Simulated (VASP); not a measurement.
LiH:

```
Li H
1.0
     0.00000    2.03675    2.03675
     2.03675    0.00000    2.03675
     2.03675    2.03675    0.00000
Li H
1 1
Direct
  0.00000 0.00000 0.00000
  0.50000 0.50000 0.50000
```

Base run:

- Program: VASP 6.6.1
- Functional: LDA
- Potentials or basis: VASP PAW LDA potentials, release 64 (Li_sv, H)
- Cutoff: 520 eV
- k mesh: 11 × 11 × 11
- Occupations: fermi-dirac, width 0.05 eV
- Spin: no spin polarisation

Its results: band gap on the k mesh 2.84 eV, direct.

Q: The run is repeated on the same cell with these changes: k mesh from 11 × 11 × 11 to 6 × 6 × 6. What comes out?

A: Band gap on the k mesh 2.65 eV, direct.

Caveats: some runs use coarse meshes.

A k mesh can miss the band edges.
